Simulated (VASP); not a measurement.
# Sb (R-3m) in VASP: a series of runs

Runs on Sb. Level: PBEsol. Tasks: single point.

Program: VASP 6.6.1. These are calculated values, not measurements. Logs are shortened: lines on timing, memory, paths and dates and some standing lists are left out, and cuts for length are marked.

**1. The cell of the first run**

The structure is trigonal, space group R-3m (No. 166). Conventional cell: a = 4.301 Å, b = 4.301 Å, c = 11.232 Å, α = 90.00°, β = 90.00°, γ = 120.00°. Within 3.8 Å of Sb (site symmetry 3m) lie 6 Sb at 2.90 to 3.34 Å.

**2. Single point, PBEsol**

File INCAR:

```
SYSTEM = Sb
PREC = Accurate
ENCUT = 520
EDIFF = 1E-6
ISMEAR = 0
SIGMA = 0.1
LREAL = .FALSE.
LASPH = .TRUE.
NELM = 80
ALGO = Normal
ISIF = 2
LWAVE = .FALSE.
LCHARG = .FALSE.
GGA = PS
NBANDS = 12
```

File KPOINTS:

```
regular mesh
0
G
  6 6 6
  0 0 0
```

File POSCAR:

```
Sb
1.0
    2.1506000000      1.2416494900      3.7440000000
   -2.1506000000      1.2416494900      3.7440000000
    0.0000000000     -2.4832989800      3.7440000000
Sb
2
Direct
    0.2336400000      0.2336400000      0.2336400000
    0.7663600000      0.7663600000      0.7663600000
```

Potentials or basis: VASP PAW PBE potentials, release 64 (Sb).

Started as:

```sh
$ cat potpaw_PBE.64/Sb/POTCAR > POTCAR
$ mpirun -np 1 vasp_std > vasp.out
```

OUTCAR:

```text
SYSTEM = Sb
   PREC = Accurate
   ENCUT = 520
   EDIFF = 1E-6
   ISMEAR = 0
   LREAL = .FALSE.
   LASPH = .TRUE.
   NELM = 80
   ISIF = 2
   GGA = PS

 ion  position               nearest neighbor table
   1  0.234  0.234  0.234-   2 2.90   2 2.90   2 2.90   2 3.34   2 3.34   2 3.34
   2  0.766  0.766  0.766-   1 2.90   1 2.90   1 2.90   1 3.34   1 3.34   1 3.34

  LATTYP: Found a trigonal (rhomboedric) cell.
 ALAT       =     4.4926951617
 COS(alpha) =     0.5417152821

  Lattice vectors:

 A1 = (   2.1506000000,   1.2416494900,   3.7440000000)
 A2 = (  -2.1506000000,   1.2416494900,   3.7440000000)
 A3 = (   0.0000000000,  -2.4832989800,   3.7440000000)

Analysis of symmetry for initial positions (statically):
=====================================================================
 Subroutine PRICEL returns:
 Original cell was already a primitive cell.

 Routine SETGRP: Setting up the symmetry group for a
 trigonal (rhombohedral) supercell.

 Subroutine GETGRP returns: Found 12 space group operations
 (whereof 12 operations were pure point group operations)
 out of a pool of 12 trial point group operations.

The static configuration has the point symmetry D_3d.

Analysis of symmetry for dynamics (positions and initial velocities):
=====================================================================
 Subroutine PRICEL returns:
 Original cell was already a primitive cell.

 Routine SETGRP: Setting up the symmetry group for a
 trigonal (rhombohedral) supercell.

 Subroutine GETGRP returns: Found 12 space group operations
 (whereof 12 operations were pure point group operations)
 out of a pool of 12 trial point group operations.

The dynamic configuration has the point symmetry D_3d.

 Subroutine INISYM returns: Found 12 space group operations
 (whereof 12 operations are pure point group operations),
 and found     1 'primitive' translations

----------------------------------------------------------------------------------------

                                     Primitive cell

  volume of cell :      59.9854

  direct lattice vectors                    reciprocal lattice vectors
     2.150600000  1.241649490  3.744000000     0.232493258  0.134230045  0.089031339
    -2.150600000  1.241649490  3.744000000    -0.232493258  0.134230045  0.089031339
     0.000000000 -2.483298980  3.744000000     0.000000000 -0.268460090  0.089031339

  length of vectors
     4.492695162  4.492695162  4.492695163     0.282838115  0.282838115  0.282838115

  position of ions in fractional coordinates (direct lattice)
     0.233640000  0.233640000  0.233640000
     0.766360000  0.766360000  0.766360000

  ion indices of the primitive-cell ions
   primitive index   ion index
                 1           1
                 2           2

----------------------------------------------------------------------------------------

 KPOINTS: regular mesh

Automatic generation of k-mesh.
 Grid dimensions read from file:
 generate k-points for:    6    6    6

 Generating k-lattice:

  Cartesian coordinates                     Fractional coordinates (reciprocal lattice)
     0.038748876  0.022371674  0.014838557     0.166666667  0.000000000  0.000000000
    -0.038748876  0.022371674  0.014838557     0.000000000  0.166666667  0.000000000
     0.000000000 -0.044743348  0.014838557     0.000000000  0.000000000  0.166666667

  Length of vectors
     0.047139686  0.047139686  0.047139686

  Shift w.r.t. Gamma in fractional coordinates (k-lattice)
     0.000000000  0.000000000  0.000000000

 Subroutine IBZKPT returns following result:
 ===========================================

 Found     32 irreducible k-points:

 Following reciprocal coordinates:
            Coordinates               Weight
  0.000000  0.000000  0.000000      1.000000
  0.166667 -0.000000  0.000000      6.000000
  0.333333 -0.000000  0.000000      6.000000
  0.500000 -0.000000  0.000000      3.000000
  0.166667  0.166667  0.000000      6.000000
  0.333333  0.166667  0.000000     12.000000
[... 16 lines left out ...]
  0.500000  0.500000  0.166667      6.000000
 -0.333333  0.500000  0.166667     12.000000
 [... further k-points ...]
   k-points           NKPTS =     32   k-points in BZ     NKDIM =     32   number of bands    NBANDS=     12
   number of dos      NEDOS =    301   number of ions     NIONS =      2
   total plane-waves  NPLWV =  46656
   dimension x,y,z NGX =    36 NGY =   36 NGZ =   36
   dimension x,y,z NGXF=    72 NGYF=   72 NGZF=   72
   ions per type =               2
   NGX,Y,Z   is equivalent  to a cutoff of  13.32, 13.32, 13.32 a.u.
   NGXF,Y,Z  is equivalent  to a cutoff of  26.64, 26.64, 26.64 a.u.
 SYSTEM =  Sb
   PREC   = accura    normal or accurate (medium, high low for compatibility)
   ISTART =      0    job   : 0-new  1-cont  2-samecut
   ICHARG =      2    charge: 1-file 2-atom 10-const
   ISPIN  =      1    spin polarized calculation?
   LNONCOLLINEAR =      F non collinear calculations
   LSORBIT =      F    spin-orbit coupling
   LASPH  =      T    aspherical Exc in radial PAW
   ENCUT  =  520.0 eV  38.22 Ry    6.18 a.u.   8.35  8.35  8.35*2*pi/ulx,y,z
   NELM   =     80;   NELMIN=  2; NELMDL= -5     # of ELM steps
   EDIFF  = 0.1E-05   stopping-criterion for ELM
   LREAL  =      F    real-space projection
   EDIFFG = 0.1E-04   stopping-criterion for IOM
   NSW    =      0    number of steps for IOM
   IBRION =     -1    ionic relax: 0-MD 1-quasi-New 2-CG
   NFREE  =      0    steps in history (QN), initial steepest desc. (CG)
   ISIF   =      2    stress and relaxation
   ISYM   =      2    0-nonsym 1-usesym 2-fastsym
   POTIM  = 0.5000    time-step for ionic-motion
   TEBEG  =    0.0;   TEEND  =   0.0 temperature during run
   PSTRESS=    0.0 pullay stress
   NELECT =      10.0000    total number of electrons
   NUPDOWN=      -1.0000    fix difference up-down
   EMIN   =  10.00;   EMAX   =-10.00  energy-range for DOS
   EFERMI =   0.00;   METHOD = LEGACY
   ISMEAR =     0;   SIGMA  =   0.10  broadening in eV -4-tet -1-fermi 0-gaus
   EFERMI_NEDOS =   21; number of points for ismear=-14 and -15
   IALGO  =     38    algorithm
   IMIX   =      4    mixing-type and parameters
     AMIX     =   0.40;   BMIX     =  1.00
     AMIX_MAG =   1.60;   BMIX_MAG =  1.00
  volume/ion in A,a.u.               =      29.99       202.40
  Fermi-wavevector in a.u.,A,eV,Ry     =   0.901003  1.702649 11.045297  0.811806
  Thomas-Fermi vector in A             =   2.024030
   LORBIT       =      0    0 simple, 1 ext, 2 COOP (PROOUT), +10 PAW based schemes
   GGA     = PS    functional components
   LHFCALC =     F    Hartree Fock is set to
   AEXX    =    0.0000 exact exchange contribution
   IVDW    =     0    specifies the selected vdW correction
   LEPSILON=     F    determine dielectric tensor
   LRPA    =     F    only Hartree local field effects (RPA)
 non-spin polarized calculation
 Gauss-broadening in eV      SIGMA  =   0.10
  energy-cutoff  :      520.00
  volume of cell :       59.99
 maximum number of plane-waves:      1626
 NGX is ok and might be reduce to    36
   NGX = 17   NGY = 17   NGZ = 17

 number of electron      10.0000000 magnetization

 Free energy of the ion-electron system (eV)
  ---------------------------------------------------
  ext. energy  EPLUGINS =         0.00000000
  ---------------------------------------------------
  free energy    TOTEN  =        -9.12993068 eV

  energy without entropy =       -9.12782227  energy(sigma->0) =       -9.12887647

 E-fermi :   7.2697     XC(G=0):  -9.6959

 val. band max:        6.9852647292   @ k =   0.5000  -0.0000   0.0000
 cond. band min:       7.2863679859   @ k =   0.3333   0.1667   0.1667
 fundamental gap:      0.3011032567
 Fermi energy:         7.2697384973

 k-point     1 :       0.0000    0.0000    0.0000
  band No.  band energies     occupation
      1      -5.5642      2.00000
      2       2.4502      2.00000
      3       5.1547      2.00000
      4       5.4184      2.00000
      5       5.4184      2.00000
      6       9.3029      0.00000
      7       9.9345      0.00000
      8       9.9345      0.00000
      9      12.2677      0.00000
     10      12.2677      0.00000
     11      12.4249      0.00000
     12      13.6806      0.00000

 k-point     2 :       0.1667   -0.0000    0.0000
  band No.  band energies     occupation
      1      -5.2557      2.00000
      2       1.2449      2.00000
      3       5.1954      2.00000
      4       5.3536      2.00000
      5       5.8625      2.00000
      6       9.0100      0.00000
      7       9.2139      0.00000
      8       9.2588      0.00000
      9      11.6930      0.00000
     10      12.2290      0.00000
     11      12.5575      0.00000
     12      15.4883      0.00000

 k-point     3 :       0.3333   -0.0000    0.0000
  band No.  band energies     occupation
      1      -4.3487      2.00000
      2      -0.8333      2.00000
      3       5.2749      2.00000
      4       5.2837      2.00000
      5       6.3919      2.00000
      6       7.8961      0.00000
      7       7.9758      0.00000
      8       8.1651      0.00000
      9      12.8221      0.00000
     10      13.6349      0.00000
     11      14.1524      0.00000
     12      17.7667      0.00000
[... 286 lines left out ...]
 k-point    23 :       0.5000    0.5000    0.1667
  band No.  band energies     occupation
      1      -3.4670      2.00000
      2      -0.9172      2.00000
      3       2.0312      2.00000
      4       3.8640      2.00000
      5       4.2502      2.00000
      6       9.3861      0.00000
      7      11.0270      0.00000
      8      11.9665      0.00000
      9      12.9862      0.00000
     10      16.0284      0.00000
     11      16.3804      0.00000
     12      16.9534      0.00000

 k-point    24 :      -0.3333    0.5000    0.1667
  band No.  band energies     occupation
      1      -2.8709      2.00000
      2      -1.4926      2.00000
      3       1.8476      2.00000
      4       2.7526      2.00000
      5       5.3745      2.00000
      6       9.1639      0.00000
      7      10.4555      0.00000
      8      12.9083      0.00000
      9      13.1888      0.00000
     10      14.2613      0.00000
     11      17.0456      0.00000
     12      17.8688      0.00000

 [... further k-points ...]
[... 5 lines left out ...]
  --------------------------------------------------------------------------------------
  -------------------------------------------------------------------------------------
  Total        0.2798839      0.2798840      0.1443290     -0.0000000     -0.0000000      0.0000000
  in kB        7.4755445      7.4755445      3.8549459     -0.0000000     -0.0000000      0.0000000
  external PRESSURE =       6.2686783 kB  Pullay stress =       0.0000000 kB

 VOLUME and BASIS-vectors are now :
 -----------------------------------------------------------------------------
  energy-cutoff  :      520.00
  volume of cell :       59.99
      direct lattice vectors                 reciprocal lattice vectors
     2.150600000  1.241649490  3.744000000     0.232493258  0.134230045  0.089031339
    -2.150600000  1.241649490  3.744000000    -0.232493258  0.134230045  0.089031339
     0.000000000 -2.483298980  3.744000000     0.000000000 -0.268460090  0.089031339

 POSITION                                       TOTAL-FORCE (eV/Angst)
 -----------------------------------------------------------------------------------
      0.00000      0.00000      2.62424         0.000000      0.000000      0.090118
      0.00000      0.00000      8.60776         0.000000     -0.000000     -0.090118
 -----------------------------------------------------------------------------------
    total drift:                                0.000000     -0.000000      0.000000

  FREE ENERGIE OF THE ION-ELECTRON SYSTEM (eV)
  ---------------------------------------------------
  free  energy   TOTEN  =        -9.1299306756 eV

  energy  without entropy=       -9.1278222660  energy(sigma->0) =       -9.12887647
```

It took 7.9 s on 1 thread of Intel Xeon 6975P-C (Granite Rapids), shared host; peak memory 0.19 GiB.

Results:

* Free energy: -9.1299 eV
* Pressure: 0.6 GPa
* Largest force: 0.090 eV/Å
* Band gap on the k mesh: zero (band 5 reaches 7.29 eV, above the bottom of band 6 at 6.99 eV)

Forces on the atoms (eV/Å):
```
Sb   0.000  0.000  0.090
Sb   0.000  0.000 -0.090
```

Caveat: the PAW data sets were made with another functional, which shifts forces and pressure a little; spin-orbit coupling is left out, which moves the levels of the heavy elements.

**3. Single point, PBEsol**

This run uses another cell than the first one, of 29.83 Å³/atom, 0.995 times its volume.

File INCAR:

```
SYSTEM = Sb
PREC = Accurate ; ENCUT = 520
EDIFF = 1E-6 ; ISMEAR = 0
SIGMA = 0.1 ; LREAL = .False.
LASPH = .True. ; NELM = 100
ALGO = Normal ; ISIF = 2
LWAVE = .False. ; LCHARG = .False.
GGA = PS ; NBANDS = 12
```

File KPOINTS:

```
Automatic mesh
0
Gamma
  12 12 12
  0 0 0
```

File POSCAR:

```
Sb
1.0
    2.1610330336      1.2476730037      3.6878909981
   -2.1610330336      1.2476730037      3.6878909981
    0.0000000000     -2.4953460073      3.6878909981
Sb
2
Direct
    0.2356940722      0.2356940722      0.2356940722
    0.7643059278      0.7643059278      0.7643059278
```

Potentials or basis: VASP PAW PBE potentials, release 64 (Sb).

Started as:

```sh
$ cat potpaw_PBE.64/Sb/POTCAR > POTCAR
$ mpirun -np 1 vasp_std > vasp.out
```

Wall time 34 s (1 thread of Intel Xeon 6975P-C (Granite Rapids), shared host); peak memory 0.28 GiB.

Results (log left out):

* Free energy: -9.1177 eV
* Pressure: 0.2 GPa
* Largest force: 0.047 eV/Å
* Band gap on the k mesh: zero (band 5 reaches 7.32 eV, above the bottom of band 6 at 7.05 eV)

Forces on the atoms (eV/Å):
```
Sb   0.000  0.000  0.047
Sb   0.000  0.000 -0.047
```

Levels at points of the mesh, in eV from the Fermi level:
```
           k point  band 3  band 4  band 5  band 6  band 7  band 8
(0.00, 0.00, 0.00)   -1.92   -1.77   -1.77    2.34    2.85    2.85
(0.50, 0.00, 0.00)   -1.74   -1.56   -0.25   -0.16    0.25    0.37
(0.50, 0.50, 0.00)   -5.52   -3.72   -3.68    1.59    5.11    5.52
(0.50, 0.50, 0.50)   -1.22   -1.22   -0.45    0.02    0.02    1.01
```

Caveat: the PAW data sets were made with another functional, which shifts forces and pressure a little; spin-orbit coupling is left out, which moves the levels of the heavy elements.

**4. Single point, PBEsol**

File INCAR:

```
SYSTEM = Sb
PREC = Accurate
ENCUT = 500
EDIFF = 1E-6
ISMEAR = 0
SIGMA = 0.1
LREAL = .FALSE.
LASPH = .TRUE.
NELM = 120
ALGO = Normal
ISIF = 2
LWAVE = .FALSE.
LCHARG = .FALSE.
GGA = PS
NBANDS = 22
GGA_COMPAT = .FALSE.
```

File KPOINTS:

```
regular mesh
0
G
  6 6 6
  0 0 0
```

File POSCAR:

```
Sb
1.0
    2.1506000000      1.2416494900      3.7440000000
   -2.1506000000      1.2416494900      3.7440000000
    0.0000000000     -2.4832989800      3.7440000000
Sb
2
Direct
    0.2336400000      0.2336400000      0.2336400000
    0.7663600000      0.7663600000      0.7663600000
```

Potentials or basis: VASP PAW PBE potentials, release 64 (Sb_d_GW).

Started as:

```sh
$ cat potpaw_PBE.64/Sb_d_GW/POTCAR > POTCAR
$ mpirun -np 1 vasp_std > vasp.out
```

Wall time 50 s (1 thread of Intel Xeon Platinum 8259CL at 2.50GHz (Skylake/Cascade Lake), shared host); peak memory 0.22 GiB.

Results (log left out):

- Free energy: -9.1771 eV
- Pressure: 0.4 GPa
- Largest force: 0.037 eV/Å
- Band gap on the k mesh: zero (band 15 reaches 5.34 eV, above the bottom of band 16 at 5.05 eV)

Forces on the atoms (eV/Å):
```
Sb   0.000  0.000  0.037
Sb   0.000  0.000 -0.037
```

Stress tensor (GPa, compression positive):
```
0.49 0.00 0.00
0.00 0.49 0.00
0.00 0.00 0.20
```

Levels at points of the mesh, in eV from the Fermi level:
```
           k point  band 13  band 14  band 15  band 16  band 17  band 18
(0.00, 0.00, 0.00)    -2.11    -1.84    -1.84     2.06     2.67     2.67
(0.50, 0.00, 0.00)    -1.97    -1.86    -0.35    -0.27     0.11     0.42
(0.50, 0.50, 0.00)    -5.55    -3.83    -3.73     1.43     4.92     5.48
(0.50, 0.50, 0.50)    -1.35    -1.35    -0.53     0.06     0.06     1.03
```

Caveat: the PAW data sets were made with another functional, which shifts forces and pressure a little; spin-orbit coupling is left out, which moves the levels of the heavy elements.

**5. Single point, PBEsol**

This run uses another cell than the first one, of 29.83 Å³/atom, 0.995 times its volume.

File INCAR:

```
SYSTEM = Sb
PREC = Accurate ; ENCUT = 500
EDIFF = 1E-6 ; ISMEAR = 0
SIGMA = 0.1 ; LREAL = .False.
LASPH = .True. ; NELM = 120
ALGO = Normal ; ISIF = 2
LWAVE = .False. ; LCHARG = .False.
GGA = PS ; NBANDS = 22
GGA_COMPAT = .False.
```

File KPOINTS:

```
Automatic mesh
0
Gamma
  12 12 12
  0 0 0
```

File POSCAR:

```
Sb
1.0
    2.1610330336      1.2476730037      3.6878909981
   -2.1610330336      1.2476730037      3.6878909981
    0.0000000000     -2.4953460073      3.6878909981
Sb
2
Direct
    0.2356940722      0.2356940722      0.2356940722
    0.7643059278      0.7643059278      0.7643059278
```

Started as:

```sh
$ cat potpaw_PBE.64/Sb_d_GW/POTCAR > POTCAR
$ mpirun -np 1 vasp_std > vasp.out
```

Run time: 92 s. Hardware: 1 thread of Intel Xeon Platinum 8488C (Sapphire Rapids), shared host; peak memory 0.36 GiB.

Results (log left out):

| Quantity | Value |
| --- | --- |
| Free energy | -9.1636 eV |
| Pressure | -0.1 GPa |
| Band gap on the k mesh | zero (band 15 reaches 5.37 eV, above the bottom of band 16 at 5.11 eV) |

Forces on the atoms (eV/Å):
```
Sb   0.000  0.000 -0.003
Sb   0.000  0.000  0.003
```

Levels at points of the mesh, in eV from the Fermi level:
| k point | band 12 | band 13 | band 14 | band 15 | band 16 | band 17 | band 18 | band 19 |
| --- | --- | --- | --- | --- | --- | --- | --- | --- |
| (0.00, 0.00, 0.00) | -4.70 | -1.92 | -1.76 | -1.76 | 2.36 | 2.86 | 2.86 | 5.05 |
| (0.50, 0.00, 0.00) | -9.67 | -1.72 | -1.56 | -0.27 | -0.15 | 0.25 | 0.36 | 7.86 |
| (0.50, 0.50, 0.00) | -7.86 | -5.53 | -3.72 | -3.67 | 1.62 | 5.09 | 5.51 | 7.14 |
| (0.50, 0.50, 0.50) | -9.10 | -1.21 | -1.21 | -0.43 | 0.02 | 0.02 | 0.97 | 7.30 |

Caveat: the PAW data sets were made with another functional, which shifts forces and pressure a little; spin-orbit coupling is left out, which moves the levels of the heavy elements.

**6. Overview**

```csv
potentials or basis,cell,k mesh,cutoff (eV),second run,gap on the mesh (eV),pressure (GPa),largest force (eV/Å)
"VASP PAW PBE potentials, release 64 (Sb)","a = 4.493 Å, angles 57.2°, 2 atoms",6 × 6 × 6,520,-,none,0.6,0.09
"VASP PAW PBE potentials, release 64 (Sb)","a = 4.453 Å, angles 58.1°, 2 atoms",12 × 12 × 12,520,-,none,0.2,0.05
"VASP PAW PBE potentials, release 64 (Sb_d_GW)","a = 4.493 Å, angles 57.2°, 2 atoms",6 × 6 × 6,500,valence_matched,none,0.4,0.04
"VASP PAW PBE potentials, release 64 (Sb_d_GW)","a = 4.453 Å, angles 58.1°, 2 atoms",12 × 12 × 12,500,valence_matched,none,-0.1,-
```

Alike in all rows: task single point; level PBEsol; no spin polarisation; smearing gaussian 0.1 eV.

Caveats: the PAW data sets were made with another functional, which shifts forces and pressure a little; spin-orbit coupling is left out, which moves the levels of the heavy elements.

Absolute energies hang on the potentials; compare differences alone.
